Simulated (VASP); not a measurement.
Here is a VASP 6.6.1 calculation.

File INCAR:

```
PREC = Accurate
ENCUT = 520
EDIFF = 1E-7
ISMEAR = 0
SIGMA = 0.1
LREAL = False
LASPH = True
NELM = 60
ALGO = Normal
ISIF = 2
LWAVE = False
LCHARG = False
GGA = PE
NBANDS = 39
```

Contents of KPOINTS:

```
regular mesh
0
Gamma
  6 6 6
```

POSCAR

```
SnPb2S3
1.0
   -2.1069387000      2.1069387000      8.9400027000
    2.1069387000     -2.1069387000      8.9400027000
    2.1069387000      2.1069387000     -8.9400027000
Sn Pb S
1 2 3
Direct
    0.0000000000      0.0000000000      0.0000000000
    0.6658770000      0.6658770000      0.0000000000
    0.3341230000      0.3341230000      0.0000000000
    0.8365480000      0.8365480000      0.0000000000
    0.5000000000      0.5000000000      0.0000000000
    0.1634520000      0.1634520000      0.0000000000
```

Potentials or basis: VASP PAW PBE potentials, release 64 (Sn_d, Pb_d, S).

Launch:

```bash
$ cat potpaw_PBE.64/Sn_d/POTCAR potpaw_PBE.64/Pb_d/POTCAR potpaw_PBE.64/S/POTCAR > POTCAR
$ mpirun -np 1 vasp_std > vasp.out
```

Q: Predict the pressure.

A: -0.1 GPa.

Q: Predict the band gap on the k mesh.

A: 0.07 eV, direct.

Forces in eV/Å, atoms in the order of the input:
```
Sn   0.000  0.000  0.000
Pb   0.000  0.000  0.002
Pb   0.000  0.000 -0.002
S    0.000  0.000  0.009
S    0.000  0.000  0.000
S    0.000  0.000 -0.009
```

Caveat: spin-orbit coupling is left out, which moves the levels of the heavy elements. A k mesh can miss the band edges.
